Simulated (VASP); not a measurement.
Here is a VASP 6.6.1 calculation.

File INCAR:

```
SYSTEM = PtS2
ALGO     = Normal         ! electronic algorithm
EDIFF    = 1E-7           ! SCF threshold, eV
EDIFFG   = -0.05          ! ionic threshold
ENCUT    = 570            ! plane-wave cutoff, eV
GGA      = PE             ! functional
GGA_COMPAT= .False.      
IBRION   = 2              ! ionic algorithm
ISIF     = 3              ! what is computed and relaxed
ISMEAR   = 0              ! smearing method
IVDW     = 13             ! dispersion correction
LASPH    = .True.         ! aspherical terms in the spheres
LCHARG   = .False.        ! write CHGCAR
LREAL    = .False.        ! projectors in reciprocal space
LWAVE    = .False.        ! write WAVECAR
NELM     = 120            ! most SCF steps
NELMIN   = 4            
NSW      = 100            ! ionic steps
PREC     = Accurate       ! precision mode
SIGMA    = 0.1            ! smearing width, eV
```

File KPOINTS:

```
k-points
0
Gamma
  6 6 4
  0 0 0
```

POSCAR

```
PtS2
1.0
    3.5432000000      0.0000000000      0.0000000000
   -1.7716000000      3.0685012107      0.0000000000
    0.0000000000      0.0000000000      5.0388000000
Pt S
1 2
Direct
    0.0000000000      0.0000000000      0.0000000000
    0.3333333333      0.6666666667      0.2270000000
    0.6666666667      0.3333333333      0.7730000000
```

Potentials or basis: VASP PAW PBE potentials, release 64 (Pt_sv_GW, S).

Run with:

```console
$ cat potpaw_PBE.64/Pt_sv_GW/POTCAR potpaw_PBE.64/S/POTCAR > POTCAR
$ mpirun -np 1 vasp_std > vasp.out
```

What does it give for the relaxed volume?

17.42 Å³/atom.

Estimate the band gap on the k mesh.

0.16 eV (least direct gap 1.07 eV).

Predict the space group after relaxing (to 0.1 Å).

P-3m1 (No. 164).

What does it give for the relaxed cell?

a = 3.578 Å, b = 3.578 Å, c = 4.713 Å, α = 90.00°, β = 90.00°, γ = 120.00°.

Final structure:
```yaml
crystal:
  lattice:
    - [3.57805, 0.00000, 0.00000]
    - [-1.78903, 3.09869, 0.00000]
    - [0.00000, 0.00000, 4.71262]
  atoms:
    - { symbol: Pt, position: [0.00000, 0.00000, 0.00000] }
    - { symbol: S, position: [0.33333, 0.66667, 0.25642] }
    - { symbol: S, position: [0.66667, 0.33333, 0.74358] }
```

Caveat: spin-orbit coupling is left out, which moves the levels of the heavy elements. A k mesh can miss the band edges.
